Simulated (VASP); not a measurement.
# SnO2: single point with PBE

SnO2:

```
CELL_PARAMETERS angstrom
6.71553 0.04951 -0.25132
0.04951 6.94124 -0.08962
-0.25132 -0.08962 7.03880
ATOMIC_POSITIONS crystal
Sn 0.48168 0.58474 0.55279
Sn 0.17510 0.31182 0.82705
Sn 0.67766 0.13461 0.69715
Sn 0.44838 0.71086 0.03968
Sn 0.99710 0.91701 0.40563
Sn 0.47949 0.15666 0.23277
Sn 0.01526 0.39842 0.29144
Sn 0.90020 0.74262 0.90722
O 0.48268 0.98887 0.48111
O 0.16397 0.44851 0.51085
O 0.40775 0.68617 0.31153
O 0.36744 0.97187 0.02416
O 0.82947 0.81196 0.58011
O 0.28284 0.95301 0.57314
O 0.96863 0.68918 0.24165
O 0.74869 0.22330 0.41439
O 0.57068 0.72883 0.81664
O 0.98156 0.14367 0.69122
O 0.48120 0.32465 0.75793
O 0.10923 0.12849 0.21227
O 0.85680 0.95604 0.05974
O 0.19498 0.62884 0.87019
O 0.91710 0.40435 0.98316
O 0.37472 0.41738 0.06451
```

```yaml
Program: VASP 6.6.1
Task: single point
Functional: PBE
Potentials_or_basis: VASP PAW PBE potentials, release 64 (Sn_d, O)
Cutoff: 520 eV
k_mesh: 1 × 1 × 1
Occupations: fermi-dirac, width 0.1861 eV
Spin: no spin polarisation
```

```yaml
Pressure: 6.1 GPa
Largest_force: 6.354 eV/Å
Band_gap_on_the_k_mesh: 1.49 eV
```

Forces in eV/Å, atoms in the order of the input:
```
Sn  -0.842 -0.394  2.199
Sn   0.454  2.173  1.275
Sn   2.009 -1.862  0.037
Sn  -3.086 -2.933  3.135
Sn   2.725  2.921 -2.005
Sn  -1.689  1.043 -1.467
Sn  -2.822 -0.549 -5.119
Sn   2.064 -3.849 -1.590
O   -1.780  0.223  1.408
O    3.618  0.810  5.160
O    0.266  0.276 -0.825
O    0.695  3.348  0.103
O   -1.719 -0.936  2.923
O    1.107 -0.220 -0.331
O   -0.193 -2.228 -0.908
O   -0.515  0.675 -1.289
O    3.530 -0.353 -4.081
O   -0.427 -1.155 -0.536
O   -0.547  1.254 -1.559
O    1.305  0.450  2.263
O   -2.893  2.690  0.356
O   -1.489  0.870 -1.178
O   -0.117  0.762 -0.192
O    0.346 -3.015  2.221
```

Stress tensor (GPa, compression positive):
```
 2.18 -1.75 -2.10
-1.75  7.34  4.88
-2.10  4.88  8.78
```

Levels at points of the mesh, in eV from the valence-band top:
```csv
k point,band 100,band 101,band 102,band 103,band 104,band 105,band 106,band 107,band 108,band 109
"(0.00, 0.00, 0.00)",-0.63,-0.45,-0.33,-0.23,0.00,1.49,1.75,2.14,2.71,2.91
```

It took 2.4 min on 1 thread of Intel(R) Xeon(R) Platinum 8259CL CPU @ 2.50GHz (Skylake/Cascade Lake) (shared host), peak memory 0.34 GiB.

Caveat: the k points lie up to 0.94 Å⁻¹ apart; spin-orbit coupling is left out, which moves the levels of the heavy elements.
